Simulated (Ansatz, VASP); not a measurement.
KTaO3: VASP and Ansatz over several settings

```
CELL_PARAMETERS angstrom
3.90688 0.00000 0.00000
0.00000 3.90688 0.00000
0.00000 0.00000 3.90688
ATOMIC_POSITIONS crystal
Ta 0.00000 0.00000 0.00000
K 0.50000 0.50000 0.50000
O 0.00000 0.00000 0.50000
O 0.00000 0.50000 0.00000
O 0.50000 0.00000 0.00000
```

Single points on this cell with VASP 6.6.1 and Ansatz 0.2.0. Each row is one pair of runs. Alike in all rows: spin: off; k mesh: 7 × 7 × 7; smearing: fermi-dirac, width 0.05 eV; Ansatz's potentials, cutoff: Ansatz PAW, 420 eV.

```csv
level,"VASP's potentials, cutoff","gap on the k mesh at the Fermi level (eV), VASP","gap on the k mesh at the Fermi level (eV), Ansatz","least direct gap on the mesh (eV), VASP","least direct gap on the mesh (eV), Ansatz","pressure (GPa), VASP","pressure (GPa), Ansatz"
PBEsol+D4,"VASP PAW PBE potentials, release 64 (Ta_sv_GW, K_sv, O), 700 eV",2.31,2.32,2.82,2.83,12.8,12.4
LDA,"VASP PAW LDA potentials, release 64 (Ta_sv_GW, K_sv, O), 700 eV",2.24,?,2.75,?,9.1,?
PBEsol,"VASP PAW PBE potentials, release 64 (Ta_sv_GW, K_sv, O), 700 eV",2.31,2.32,2.82,2.83,14.2,13.8
PBE,"VASP PAW PBE potentials, release 64 (Ta_sv_GW, K_sv, O), 700 eV",2.41,2.42,2.92,2.93,20.7,20.4
```

Question: Fill in what Ansatz gave in row 2.

Answer: gap on the k mesh at the Fermi level (eV): 2.26; least direct gap on the mesh (eV): 2.77; pressure (GPa): 8.1.

Spin-orbit coupling is off throughout. Noted on Ansatz's runs: odd divisions of the mesh miss points on the zone boundary, where band edges often lie, so the gap on the mesh can be too wide.
